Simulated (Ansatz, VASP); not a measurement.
Ir: VASP beside Ansatz

```
CELL_PARAMETERS angstrom
2.71883 0.00000 0.00000
-1.35942 2.35458 0.00000
0.00000 0.00000 4.40807
ATOMIC_POSITIONS crystal
Ir 0.66667 0.33333 0.75000
Ir 0.33333 0.66667 0.25000
```

Alike in both runs: functional PBEsol; k mesh 18 × 18 × 10; occupations gaussian, width 0.1 eV; no spin polarisation.

Ansatz relaxed the structure, and its values are those at the end. VASP's run is a single point on that final structure, the one shown.

|  | VASP | Ansatz |
| --- | --- | --- |
| version | VASP 6.6.1 | Ansatz 0.2.0 |
| potentials or method | VASP PAW PBE potentials, release 64 (Ir), cutoff 520 eV | scalar-relativistic, plane waves, PAW |
| valence electrons in the cell | 18 | 34 |

Ansatz gave:

- gap on the k mesh at the Fermi level (eV): none
- pressure (GPa): 0.0

Q: What did VASP give for the same quantities?

A: gap on the k mesh at the Fermi level (eV): none; pressure (GPa): 1.0.

VASP's potentials were made for PBE, not for PBEsol, and Ansatz warns of the same on its side. A gap of «none» marks a metal or a gap that the smearing closes. The functional is the same, so the differences come from potentials, cutoffs and numerics. VASP's potentials hold 18 valence electrons a cell and Ansatz's 34, so a difference there can come from the potentials and not from the codes.

Neither program's run includes spin-orbit coupling.
